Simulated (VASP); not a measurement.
# Co (P6_3/mmc) in VASP: further runs

Runs on Co. Level: PBEsol. Tasks: single point.

Program: VASP 6.6.1. These are calculated values, not measurements. Logs are shortened: lines on timing, memory, paths and dates and some standing lists are left out, and cuts for length are marked.

### 1 The cell of the first run

Symmetry: P6_3/mmc, No. 194, hexagonal system. Conventional cell: a = 2.378 Å, b = 2.378 Å, c = 8.487 Å, α = 90.00°, β = 90.00°, γ = 120.00°. Co (site symmetry -3m) has 12 Co at 2.38 to 2.53 Å within 3.1 Å. Co (site symmetry -6m2) has 12 Co at 2.38 to 2.53 Å within 3.1 Å.

### 2 Single point, PBEsol, collinear spin, ferromagnetic start

INCAR reads:

```
  PREC = Accurate
  ENCUT = 520
  EDIFF = 1E-6
  ISMEAR = 0
  SIGMA = 0.15
  LREAL = F
  LASPH = T
  NELM = 150
  ALGO = Normal
  ISIF = 2
  LWAVE = F
  LCHARG = F
  ISPIN = 2
  MAGMOM = 1.81 1.83 1.81 1.83
  LORBIT = 11
  LMAXMIX = 4
  GGA = PS
  NBANDS = 30
```

KPOINTS reads:

```
regular mesh
0
Gamma
  24 24 8
```

POSCAR reads:

```
Co
1.0
    2.3784349164      0.0000000000      0.0000000000
   -1.1892174582      2.0597850589      0.0000000000
    0.0000000000      0.0000000000      8.4873522674
Co
4
Direct
    0.0000000000      0.0000000000      0.0000000000
    0.3333333333      0.6666666667      0.2500000000
    0.0000000000      0.0000000000      0.5000000000
    0.6666666667      0.3333333333      0.7500000000
```

Potentials or basis: VASP PAW PBE potentials, release 64 (Co).

Launch:

```
$ cat potpaw_PBE.64/Co/POTCAR > POTCAR
$ mpirun -np 1 vasp_std > vasp.out
```

OUTCAR:

```text
PREC = Accurate
   ENCUT = 520
   EDIFF = 1E-6
   ISMEAR = 0
   LREAL = F
   LASPH = T
   NELM = 150
   ISIF = 2
   ISPIN = 2
   LORBIT = 11
   GGA = PS

 ion  position               nearest neighbor table
   1  0.000  0.000  0.000-   2 2.53   4 2.53   4 2.53   2 2.53   4 2.53   2 2.53
   2  0.333  0.667  0.250-   1 2.53   3 2.53   1 2.53   3 2.53   1 2.53   3 2.53
   3  0.000  0.000  0.500-   2 2.53   4 2.53   4 2.53   2 2.53   4 2.53   2 2.53
   4  0.667  0.333  0.750-   1 2.53   3 2.53   1 2.53   3 2.53   1 2.53   3 2.53

  LATTYP: Found a hexagonal cell.
 ALAT       =     2.3784349164
 C/A-ratio  =     3.5684610114

  Lattice vectors:

 A1 = (   2.3784349164,   0.0000000000,   0.0000000000)
 A2 = (  -1.1892174582,   2.0597850589,   0.0000000000)
 A3 = (   0.0000000000,   0.0000000000,   8.4873522674)

Analysis of symmetry for initial positions (statically):
=====================================================================
 Subroutine PRICEL returns:
 Original cell was already a primitive cell.

 Routine SETGRP: Setting up the symmetry group for a
 hexagonal supercell.

 Subroutine GETGRP returns: Found 24 space group operations
 (whereof 12 operations were pure point group operations)
 out of a pool of 24 trial point group operations.

The static configuration has the point symmetry D_3d.
 The point group associated with its full space group is D_6h.

Analysis of symmetry for dynamics (positions and initial velocities):
=====================================================================
 Subroutine PRICEL returns:
 Original cell was already a primitive cell.

 Routine SETGRP: Setting up the symmetry group for a
 hexagonal supercell.

 Subroutine GETGRP returns: Found 24 space group operations
 (whereof 12 operations were pure point group operations)
 out of a pool of 24 trial point group operations.

The dynamic configuration has the point symmetry D_3d.
 The point group associated with its full space group is D_6h.

Analysis of structural, dynamic, and magnetic symmetry:
=====================================================================
 Subroutine PRICEL returns:
 Original cell was already a primitive cell.

 Routine SETGRP: Setting up the symmetry group for a
 hexagonal supercell.

 Subroutine GETGRP returns: Found 24 space group operations
 (whereof 12 operations were pure point group operations)
 out of a pool of 24 trial point group operations.

The overall configuration has the point symmetry D_3d.
 The point group associated with its full space group is D_6h.

 Subroutine INISYM returns: Found 24 space group operations
 (whereof 12 operations are pure point group operations),
 and found     1 'primitive' translations

----------------------------------------------------------------------------------------

                                     Primitive cell

  volume of cell :      41.5801

  direct lattice vectors                    reciprocal lattice vectors
     2.378434916  0.000000000  0.000000000     0.420444551  0.242743775  0.000000000
    -1.189217458  2.059785059  0.000000000     0.000000000  0.485487549  0.000000000
     0.000000000  0.000000000  8.487352267     0.000000000  0.000000000  0.117822375

  length of vectors
     2.378434916  2.378434916  8.487352267     0.485487549  0.485487549  0.117822375

  position of ions in fractional coordinates (direct lattice)
     0.000000000  0.000000000  0.000000000
     0.333333333  0.666666667  0.250000000
     0.000000000  0.000000000  0.500000000
     0.666666667  0.333333333  0.750000000

  ion indices of the primitive-cell ions
   primitive index   ion index
                 1           1
                 2           2
                 3           3
                 4           4

----------------------------------------------------------------------------------------

 KPOINTS: regular mesh

Automatic generation of k-mesh.
 Grid dimensions read from file:
 generate k-points for:   24   24    8

 Generating k-lattice:

  Cartesian coordinates                     Fractional coordinates (reciprocal lattice)
     0.017518523  0.010114324  0.000000000     0.041666667  0.000000000  0.000000000
     0.000000000  0.020228648  0.000000000     0.000000000  0.041666667  0.000000000
     0.000000000  0.000000000  0.014727797     0.000000000  0.000000000  0.125000000

  Length of vectors
     0.020228648  0.020228648  0.014727797

  Shift w.r.t. Gamma in fractional coordinates (k-lattice)
     0.000000000  0.000000000  0.000000000

 Subroutine IBZKPT returns following result:
 ===========================================

 Found    305 irreducible k-points:

 Following reciprocal coordinates:
            Coordinates               Weight
  0.000000  0.000000  0.000000      1.000000
  0.041667 -0.000000  0.000000      6.000000
  0.083333 -0.000000  0.000000      6.000000
  0.125000  0.000000  0.000000      6.000000
  0.166667  0.000000  0.000000      6.000000
  0.208333  0.000000  0.000000      6.000000
[... 16 lines left out ...]
  0.416667  0.041667  0.000000     12.000000
  0.458333  0.041667  0.000000     12.000000
 [... further k-points ...]
   k-points           NKPTS =    305   k-points in BZ     NKDIM =    305   number of bands    NBANDS=     30
   number of dos      NEDOS =    301   number of ions     NIONS =      4
   total plane-waves  NPLWV =  20736
   dimension x,y,z NGX =    18 NGY =   18 NGZ =   64
   dimension x,y,z NGXF=    36 NGYF=   36 NGZF=  128
   ions per type =               4
   NGX,Y,Z   is equivalent  to a cutoff of  12.58, 12.58, 12.54 a.u.
   NGXF,Y,Z  is equivalent  to a cutoff of  25.16, 25.16, 25.07 a.u.
 SYSTEM =  unknown system
   PREC   = accura    normal or accurate (medium, high low for compatibility)
   ISTART =      0    job   : 0-new  1-cont  2-samecut
   ICHARG =      2    charge: 1-file 2-atom 10-const
   ISPIN  =      2    spin polarized calculation?
   LNONCOLLINEAR =      F non collinear calculations
   LSORBIT =      F    spin-orbit coupling
   LASPH  =      T    aspherical Exc in radial PAW
   ENCUT  =  520.0 eV  38.22 Ry    6.18 a.u.   4.42  4.42 15.78*2*pi/ulx,y,z
   NELM   =    150;   NELMIN=  2; NELMDL= -5     # of ELM steps
   EDIFF  = 0.1E-05   stopping-criterion for ELM
   LREAL  =      F    real-space projection
   EDIFFG = 0.1E-04   stopping-criterion for IOM
   NSW    =      0    number of steps for IOM
   IBRION =     -1    ionic relax: 0-MD 1-quasi-New 2-CG
   NFREE  =      0    steps in history (QN), initial steepest desc. (CG)
   ISIF   =      2    stress and relaxation
   ISYM   =      2    0-nonsym 1-usesym 2-fastsym
   POTIM  = 0.5000    time-step for ionic-motion
   TEBEG  =    0.0;   TEEND  =   0.0 temperature during run
   PSTRESS=    0.0 pullay stress
   NELECT =      36.0000    total number of electrons
   NUPDOWN=      -1.0000    fix difference up-down
   EMIN   =  10.00;   EMAX   =-10.00  energy-range for DOS
   EFERMI =   0.00;   METHOD = LEGACY
   ISMEAR =     0;   SIGMA  =   0.15  broadening in eV -4-tet -1-fermi 0-gaus
   EFERMI_NEDOS =   21; number of points for ismear=-14 and -15
   IALGO  =     38    algorithm
   IMIX   =      4    mixing-type and parameters
     AMIX     =   0.40;   BMIX     =  1.00
     AMIX_MAG =   1.60;   BMIX_MAG =  1.00
  volume/ion in A,a.u.               =      10.40        70.15
  Fermi-wavevector in a.u.,A,eV,Ry     =   1.560321  2.948579 33.124752  2.434601
  Thomas-Fermi vector in A             =   2.663550
   LORBIT       =     11    0 simple, 1 ext, 2 COOP (PROOUT), +10 PAW based schemes
   GGA     = PS    functional components
   LHFCALC =     F    Hartree Fock is set to
   AEXX    =    0.0000 exact exchange contribution
   IVDW    =     0    specifies the selected vdW correction
   LEPSILON=     F    determine dielectric tensor
   LRPA    =     F    only Hartree local field effects (RPA)
 spin polarized calculation
 Gauss-broadening in eV      SIGMA  =   0.15
  energy-cutoff  :      520.00
  volume of cell :       41.58
 maximum number of plane-waves:      1155
 NGX is ok and might be reduce to    18
   NGX =  9   NGY =  9   NGZ = 31

 number of electron      36.0000015 magnetization       6.4020923

 Free energy of the ion-electron system (eV)
  ---------------------------------------------------
  ext. energy  EPLUGINS =         0.00000000
  ---------------------------------------------------
  free energy    TOTEN  =       -30.67124729 eV

  energy without entropy =      -30.62302498  energy(sigma->0) =      -30.64713613

 E-fermi :  10.7894     XC(G=0): -13.8278

 val. band max:       10.7880521177   @ k =   0.3333   0.2917   0.5000
 cond. band min:      10.7907920402   @ k =   0.1250   0.0000   0.2500
 fundamental gap:      0.0027399225
 Fermi energy:        10.7894175797

 spin component 1

 k-point     1 :       0.0000    0.0000    0.0000
  band No.  band energies     occupation
      1       1.4579      1.00000
      2       3.4744      1.00000
      3       3.4833      1.00000
      4       5.1977      1.00000
      5       7.3450      1.00000
      6       7.3610      1.00000
[... 781 lines left out ...]
     29      22.8936      0.00000
     30      23.9642      0.00000

 [... further k-points ...]

 spin component 2

 k-point     1 :       0.0000    0.0000    0.0000
  band No.  band energies     occupation
      1       1.5508      1.00000
      2       3.6321      1.00000
      3       3.6328      1.00000
      4       6.0530      1.00000
      5       8.6056      1.00000
      6       8.6346      1.00000
[... 781 lines left out ...]
     29      23.5476      0.00000
     30      24.5610      0.00000

 [... further k-points ...]
[... 5 lines left out ...]
  --------------------------------------------------------------------------------------
  -------------------------------------------------------------------------------------
  Total        3.1960198      3.1960198     -4.9605128     -0.0000000      0.0000000      0.0000000
  in kB      123.1500653    123.1500654   -191.1400775     -0.0000000      0.0000000      0.0000000
  external PRESSURE =      18.3866844 kB  Pullay stress =       0.0000000 kB

 VOLUME and BASIS-vectors are now :
 -----------------------------------------------------------------------------
  energy-cutoff  :      520.00
  volume of cell :       41.58
      direct lattice vectors                 reciprocal lattice vectors
     2.378434916  0.000000000  0.000000000     0.420444551  0.242743775  0.000000000
    -1.189217458  2.059785059  0.000000000     0.000000000  0.485487549  0.000000000
     0.000000000  0.000000000  8.487352267     0.000000000  0.000000000  0.117822375

 POSITION                                       TOTAL-FORCE (eV/Angst)
 -----------------------------------------------------------------------------------
      0.00000      0.00000      0.00000        -0.000000      0.000000     -0.000000
     -0.00000      1.37319      2.12184         0.000000      0.000000     -0.000000
      0.00000      0.00000      4.24368        -0.000000      0.000000     -0.000000
      1.18922      0.68660      6.36551        -0.000000     -0.000000      0.000000
 -----------------------------------------------------------------------------------
    total drift:                                0.000000     -0.000000      0.000000

  FREE ENERGIE OF THE ION-ELECTRON SYSTEM (eV)
  ---------------------------------------------------
  free  energy   TOTEN  =       -30.6712472875 eV

  energy  without entropy=      -30.6230249781  energy(sigma->0) =      -30.64713613

 total charge

# of ion       s       p       d       tot
------------------------------------------
    1        0.513   0.565   7.294   8.372
    2        0.512   0.569   7.289   8.370
    3        0.513   0.565   7.294   8.372
    4        0.512   0.569   7.289   8.370
--------------------------------------------------
tot          2.050   2.268  29.165  33.483

 magnetization (x)

# of ion       s       p       d       tot
------------------------------------------
    1       -0.013  -0.045   1.657   1.599
    2       -0.013  -0.047   1.669   1.609
    3       -0.013  -0.045   1.657   1.599
    4       -0.013  -0.047   1.669   1.609
--------------------------------------------------
tot         -0.051  -0.183   6.651   6.417
```

Run time: 6.5 min. Hardware: 1 thread of Intel Xeon 6975P-C (Granite Rapids), shared host; peak memory 0.56 GiB.

What came out:

* Free energy: -30.6712 eV
* Pressure: 1.8 GPa
* Net moment: 6.40 μB per cell
* Site moments: Co +1.60, +1.61 (each value once) μB
* Valence electrons inside the program's atomic spheres: Co 8.37

Stress tensor (GPa, compression positive):
```
 12.32   0.00   0.00
  0.00  12.32   0.00
  0.00   0.00 -19.11
```

Levels at points of the mesh, in eV from the Fermi level:
Spin up:
| k point | band 19 | band 20 | band 21 | band 22 | band 23 | band 24 |
| --- | --- | --- | --- | --- | --- | --- |
| (0.00, 0.00, 0.00) | -1.33 | -1.30 | -1.16 | -1.16 | -0.83 | -0.83 |
| (0.50, 0.00, 0.00) | -0.32 | -0.29 | 0.45 | 1.47 | 2.74 | 3.39 |
| (0.00, 0.00, 0.50) | -1.51 | -1.51 | -0.95 | -0.95 | -0.95 | -0.95 |
| (0.50, 0.00, 0.50) | -0.30 | -0.30 | 1.43 | 1.43 | 3.00 | 3.00 |
Spin down:
```tsv
k point	band 11	band 12	band 13	band 14	band 15	band 16	band 17	band 18	band 19	band 20
(0.00, 0.00, 0.00)	-1.10	-1.10	-0.98	-0.98	-0.91	-0.91	0.24	0.24	0.58	0.58
(0.50, 0.00, 0.00)	-0.83	0.05	0.06	0.72	1.07	1.12	1.25	1.43	1.47	1.48
(0.00, 0.00, 0.50)	-1.11	-1.11	-0.97	-0.97	-0.97	-0.97	0.37	0.37	0.37	0.37
(0.50, 0.00, 0.50)	-0.59	-0.59	-0.32	-0.32	0.78	0.78	1.45	1.45	1.51	1.51
```

Caveat: the PAW data sets were made with another functional, which shifts forces and pressure a little.

[end of part 1 of 2]
